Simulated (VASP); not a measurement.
# Cd (Immm) in VASP: notebook

The runs below take Cd through single point, with LDA.

Everything below comes from runs of VASP 6.6.1. Logs are shortened: lines on timing, memory, paths and dates and some standing lists are left out, and cuts for length are marked.

## (1) The cell of the first run

It takes space group Immm (No. 71, orthorhombic). The conventional cell has a = 3.019 Å, b = 3.255 Å, c = 4.436 Å, α = 90.00°, β = 90.00°, γ = 90.00°. Within 4.0 Å of Cd (site symmetry mmm) lie 12 Cd at 3.02 to 3.25 Å.

## (2) Single point, LDA (strain +0.0750 x Voigt [0, 0, 0, 0, 0, 1])

Input file INCAR:

```
PREC = Accurate
ENCUT = 520
EDIFF = 1E-6
ISMEAR = 0
SIGMA = 0.15
LREAL = F
LASPH = T
NELM = 80
ALGO = Fast
ISIF = 2
LWAVE = F
LCHARG = T
GGA = CA
LELF = T
LVHAR = T
NBANDS = 12
```

Input file KPOINTS:

```
Automatic mesh
0
Gamma
  18 18 18
```

Input file POSCAR:

```
Cd
1.0
    0.0831806156      2.2181497500      2.2181497500
    2.2181497500      0.0831806156      2.2181497500
    2.3013303656      2.3013303656      0.0000000000
Cd
1
Direct
    0.0000000000      0.0000000000      0.0000000000
```

Potentials or basis: VASP PAW LDA potentials, release 64 (Cd).

Run with:

```console
> cat potpaw_LDA.64/Cd/POTCAR > POTCAR
> mpirun -np 1 vasp_std > vasp.out
```

OUTCAR:

```text
PREC = Accurate
   ENCUT = 520
   EDIFF = 1E-6
   ISMEAR = 0
   LREAL = F
   LASPH = T
   NELM = 80
   ISIF = 2
   GGA = CA

 ion  position               nearest neighbor table
   1  0.000  0.000  0.000-

  LATTYP: Found a body centered orthorhombic cell.
 ALAT       =     3.0193023051
 B/A-ratio  =     1.0779220779
 C/A-ratio  =     1.4693127921

  Lattice vectors:

 A1 = (   2.2181497500,   0.0831806156,  -2.2181497500)
 A2 = (  -2.2181497500,  -0.0831806156,  -2.2181497500)
 A3 = (   0.0831806156,   2.2181497500,   2.2181497500)

Analysis of symmetry for initial positions (statically):
=====================================================================
 Subroutine PRICEL returns:
 Original cell was already a primitive cell.

 Routine SETGRP: Setting up the symmetry group for a
 body centered orthorhombic supercell.

 Subroutine GETGRP returns: Found  8 space group operations
 (whereof  8 operations were pure point group operations)
 out of a pool of  8 trial point group operations.

The static configuration has the point symmetry D_2h.

Analysis of symmetry for dynamics (positions and initial velocities):
=====================================================================
 Subroutine PRICEL returns:
 Original cell was already a primitive cell.

 Routine SETGRP: Setting up the symmetry group for a
 body centered orthorhombic supercell.

 Subroutine GETGRP returns: Found  8 space group operations
 (whereof  8 operations were pure point group operations)
 out of a pool of  8 trial point group operations.

The dynamic configuration has the point symmetry D_2h.

 Subroutine INISYM returns: Found  8 space group operations
 (whereof  8 operations are pure point group operations),
 and found     1 'primitive' translations

----------------------------------------------------------------------------------------

                                     Primitive cell

  volume of cell :      21.7967

  direct lattice vectors                    reciprocal lattice vectors
     0.083180616  2.218149750  2.218149750    -0.234195423  0.234195423  0.225413095
     2.218149750  0.083180616  2.218149750     0.234195423 -0.234195423  0.225413095
     2.301330366  2.301330366  0.000000000     0.217265634  0.217265634 -0.225413095

  length of vectors
     3.138040096  3.138040096  3.254572615     0.400632070  0.400632070  0.381077124

  position of ions in fractional coordinates (direct lattice)
     0.000000000  0.000000000  0.000000000

  ion indices of the primitive-cell ions
   primitive index   ion index
                 1           1

----------------------------------------------------------------------------------------

 KPOINTS: Automatic mesh

Automatic generation of k-mesh.
 Grid dimensions read from file:
 generate k-points for:   18   18   18

 Generating k-lattice:

  Cartesian coordinates                     Fractional coordinates (reciprocal lattice)
    -0.013010857  0.013010857  0.012522950     0.055555556 -0.000000000  0.000000000
     0.013010857 -0.013010857  0.012522950    -0.000000000  0.055555556  0.000000000
     0.012070313  0.012070313 -0.012522950     0.000000000  0.000000000  0.055555556

  Length of vectors
     0.022257337  0.022257337  0.021170951

  Shift w.r.t. Gamma in fractional coordinates (k-lattice)
     0.000000000  0.000000000  0.000000000

 Subroutine IBZKPT returns following result:
 ===========================================

 Found    865 irreducible k-points:

 Following reciprocal coordinates:
            Coordinates               Weight
  0.000000  0.000000  0.000000      1.000000
  0.055556 -0.000000  0.000000      4.000000
  0.111111 -0.000000  0.000000      4.000000
  0.166667  0.000000  0.000000      4.000000
  0.222222  0.000000  0.000000      4.000000
  0.277778 -0.000000  0.000000      4.000000
[... 16 lines left out ...]
 -0.277778  0.055556  0.000000      4.000000
 -0.222222  0.055556  0.000000      4.000000
 [... further k-points ...]
   k-points           NKPTS =    865   k-points in BZ     NKDIM =    865   number of bands    NBANDS=     12
   number of dos      NEDOS =    301   number of ions     NIONS =      1
   total plane-waves  NPLWV =  13824
   dimension x,y,z NGX =    24 NGY =   24 NGZ =   24
   dimension x,y,z NGXF=    48 NGYF=   48 NGZF=   48
   ions per type =               1
   NGX,Y,Z   is equivalent  to a cutoff of  12.71, 12.71, 12.26 a.u.
   NGXF,Y,Z  is equivalent  to a cutoff of  25.43, 25.43, 24.52 a.u.
 SYSTEM =  unknown system
   PREC   = accura    normal or accurate (medium, high low for compatibility)
   ISTART =      0    job   : 0-new  1-cont  2-samecut
   ICHARG =      2    charge: 1-file 2-atom 10-const
   ISPIN  =      1    spin polarized calculation?
   LNONCOLLINEAR =      F non collinear calculations
   LSORBIT =      F    spin-orbit coupling
   LASPH  =      T    aspherical Exc in radial PAW
   ENCUT  =  520.0 eV  38.22 Ry    6.18 a.u.   5.83  5.83  6.05*2*pi/ulx,y,z
   NELM   =     80;   NELMIN=  2; NELMDL= -5     # of ELM steps
   EDIFF  = 0.1E-05   stopping-criterion for ELM
   LREAL  =      F    real-space projection
   EDIFFG = 0.1E-04   stopping-criterion for IOM
   NSW    =      0    number of steps for IOM
   IBRION =     -1    ionic relax: 0-MD 1-quasi-New 2-CG
   NFREE  =      0    steps in history (QN), initial steepest desc. (CG)
   ISIF   =      2    stress and relaxation
   ISYM   =      2    0-nonsym 1-usesym 2-fastsym
   POTIM  = 0.5000    time-step for ionic-motion
   TEBEG  =    0.0;   TEEND  =   0.0 temperature during run
   PSTRESS=    0.0 pullay stress
   NELECT =      12.0000    total number of electrons
   NUPDOWN=      -1.0000    fix difference up-down
   EMIN   =  10.00;   EMAX   =-10.00  energy-range for DOS
   EFERMI =   0.00;   METHOD = LEGACY
   ISMEAR =     0;   SIGMA  =   0.15  broadening in eV -4-tet -1-fermi 0-gaus
   EFERMI_NEDOS =   21; number of points for ismear=-14 and -15
   IALGO  =     68    algorithm
   IMIX   =      4    mixing-type and parameters
     AMIX     =   0.40;   BMIX     =  1.00
     AMIX_MAG =   1.60;   BMIX_MAG =  1.00
  volume/ion in A,a.u.               =      21.80       147.09
  Fermi-wavevector in a.u.,A,eV,Ry     =   1.341749  2.535539 24.494455  1.800292
  Thomas-Fermi vector in A             =   2.469958
   LORBIT       =      0    0 simple, 1 ext, 2 COOP (PROOUT), +10 PAW based schemes
   GGA     = CA    functional components
   LHFCALC =     F    Hartree Fock is set to
   AEXX    =    0.0000 exact exchange contribution
   IVDW    =     0    specifies the selected vdW correction
   LEPSILON=     F    determine dielectric tensor
   LRPA    =     F    only Hartree local field effects (RPA)
 non-spin polarized calculation
 RMM-DIIS sequential band-by-band and
 Gauss-broadening in eV      SIGMA  =   0.15
  energy-cutoff  :      520.00
  volume of cell :       21.80
 maximum number of plane-waves:       612
   NGX = 11   NGY = 11   NGZ = 13

 number of electron      11.9999999 magnetization

 Free energy of the ion-electron system (eV)
  ---------------------------------------------------
  ext. energy  EPLUGINS =         0.00000000
  ---------------------------------------------------
  free energy    TOTEN  =        -1.48291436 eV

  energy without entropy =       -1.47885518  energy(sigma->0) =       -1.48088477

 E-fermi :   2.5532     XC(G=0): -11.3300

 val. band max:        2.5436747932   @ k =  -0.3889  -0.4444   0.2222
 cond. band min:       2.5716818716   @ k =  -0.3889   0.0556   0.4444
 fundamental gap:      0.0280070784
 Fermi energy:         2.5532060243

 k-point     1 :       0.0000    0.0000    0.0000
  band No.  band energies     occupation
      1      -6.6016      2.00000
      2      -6.5721      2.00000
      3      -6.3720      2.00000
      4      -6.2173      2.00000
      5      -6.0159      2.00000
      6      -6.0075      2.00000
      7      15.9108      0.00000
      8      16.2171      0.00000
      9      18.1869      0.00000
     10      18.8051      0.00000
     11      19.9235      0.00000
     12      20.4708      0.00000

 k-point     2 :       0.0556   -0.0000    0.0000
  band No.  band energies     occupation
      1      -6.5863      2.00000
      2      -6.5451      2.00000
      3      -6.3796      2.00000
      4      -6.1414      2.00000
      5      -6.0231      2.00000
      6      -6.0147      2.00000
      7      15.9003      0.00000
      8      16.1082      0.00000
      9      17.2269      0.00000
     10      18.3540      0.00000
     11      20.1399      0.00000
     12      20.6571      0.00000

 k-point     3 :       0.1111   -0.0000    0.0000
  band No.  band energies     occupation
      1      -6.5458      2.00000
      2      -6.5059      2.00000
      3      -6.3925      2.00000
      4      -6.0394      2.00000
      5      -6.0327      2.00000
      6      -5.8842      2.00000
      7      15.1015      0.00000
      8      15.8401      0.00000
      9      15.8738      0.00000
     10      17.9620      0.00000
     11      20.7127      0.00000
     12      20.8078      0.00000

 k-point     4 :       0.1667    0.0000    0.0000
  band No.  band energies     occupation
      1      -6.5527      2.00000
      2      -6.4981      2.00000
      3      -6.3386      2.00000
      4      -6.0484      2.00000
      5      -6.0460      2.00000
      6      -5.4319      2.00000
      7      12.8637      0.00000
      8      15.5094      0.00000
      9      15.7452      0.00000
     10      17.5647      0.00000
     11      20.6748      0.00000
     12      21.3301      0.00000

 k-point     5 :       0.2222    0.0000    0.0000
  band No.  band energies     occupation
      1      -6.6481      2.00000
      2      -6.4724      2.00000
      3      -6.2870      2.00000
      4      -6.0234      2.00000
      5      -6.0140      2.00000
      6      -4.7906      2.00000
      7      10.6504      0.00000
      8      15.1749      0.00000
      9      15.5302      0.00000
     10      17.1550      0.00000
     11      20.4542      0.00000
     12      20.7687      0.00000
[... 228 lines left out ...]
      1      -6.9305      2.00000
      2      -6.5557      2.00000
      3      -6.3736      2.00000
      4      -5.7828      2.00000
      5      -5.6431      2.00000
      6      -1.2534      2.00000
      7       3.9819      0.00000
      8      14.0255      0.00000
      9      14.5957      0.00000
     10      15.3126      0.00000
     11      18.5058      0.00000
     12      19.2187      0.00000

 k-point    22 :      -0.3333    0.0556    0.0000
  band No.  band energies     occupation
      1      -6.8634      2.00000
      2      -6.5212      2.00000
      3      -6.3371      2.00000
      4      -5.8830      2.00000
      5      -5.7280      2.00000
      6      -2.4675      2.00000
      7       5.8295      0.00000
      8      14.1645      0.00000
      9      15.1561      0.00000
     10      15.6597      0.00000
     11      18.6142      0.00000
     12      19.2246      0.00000

 k-point    23 :      -0.2778    0.0556    0.0000
  band No.  band energies     occupation
      1      -6.7730      2.00000
      2      -6.4805      2.00000
      3      -6.2984      2.00000
      4      -5.9923      2.00000
      5      -5.8410      2.00000
      6      -3.5279      2.00000
      7       7.8138      0.00000
      8      14.4335      0.00000
      9      15.7239      0.00000
     10      16.0709      0.00000
     11      18.9628      0.00000
     12      19.2529      0.00000

 k-point    24 :      -0.2222    0.0556    0.0000
  band No.  band energies     occupation
      1      -6.6695      2.00000
      2      -6.4544      2.00000
      3      -6.2763      2.00000
      4      -6.0803      2.00000
      5      -5.9520      2.00000
      6      -4.4204      2.00000
      7       9.9114      0.00000
      8      14.8197      0.00000
      9      16.2093      0.00000
     10      16.4242      0.00000
     11      19.3519      0.00000
     12      19.5986      0.00000

 [... further k-points ...]

------------------------ aborting loop because EDIFF is reached ----------------------------------------

  FORCE on cell =-STRESS in cart. coord.  units (eV):
  Direction    XX          YY          ZZ          XY          YZ          ZX
  --------------------------------------------------------------------------------------
  -------------------------------------------------------------------------------------
  Total       -0.5886442     -0.5886442     -0.5618065      0.0701155      0.0000000      0.0000000
  in kB      -43.2685180    -43.2685180    -41.2958031      5.1538669      0.0000000      0.0000000
  external PRESSURE =     -42.6109464 kB  Pullay stress =       0.0000000 kB

 VOLUME and BASIS-vectors are now :
 -----------------------------------------------------------------------------
  energy-cutoff  :      520.00
  volume of cell :       21.80
      direct lattice vectors                 reciprocal lattice vectors
     0.083180616  2.218149750  2.218149750    -0.234195423  0.234195423  0.225413095
     2.218149750  0.083180616  2.218149750     0.234195423 -0.234195423  0.225413095
     2.301330366  2.301330366  0.000000000     0.217265634  0.217265634 -0.225413095

 POSITION                                       TOTAL-FORCE (eV/Angst)
 -----------------------------------------------------------------------------------
      0.00000      0.00000      0.00000         0.000000      0.000000     -0.000000
 -----------------------------------------------------------------------------------
    total drift:                               -0.000000     -0.000000     -0.000000

  FREE ENERGIE OF THE ION-ELECTRON SYSTEM (eV)
  ---------------------------------------------------
  free  energy   TOTEN  =        -1.4829143617 eV

  energy  without entropy=       -1.4788551794  energy(sigma->0) =       -1.48088477
```

Wall time 3 min (1 thread of Oxide Virtual Turin-like, shared host); peak memory 0.28 GiB.

What came out:

```
Free energy            : -1.4829 eV
Pressure               : -4.3 GPa
Band gap on the k mesh : zero (bands 6 and 7 overlap by 3.48 eV)
```

Stress tensor (GPa, compression positive):
```
-4.33  0.52  0.00
 0.52 -4.33  0.00
 0.00  0.00 -4.13
```

Caveat: the cell differs from its parent crystal (strain +0.0750 x Voigt [0, 0, 0, 0, 0, 1]); the cell stands under tension.

(Part 1 of 2 ends here.)

The gap in the log of VASP goes by the Fermi energy; the results here count the filled bands.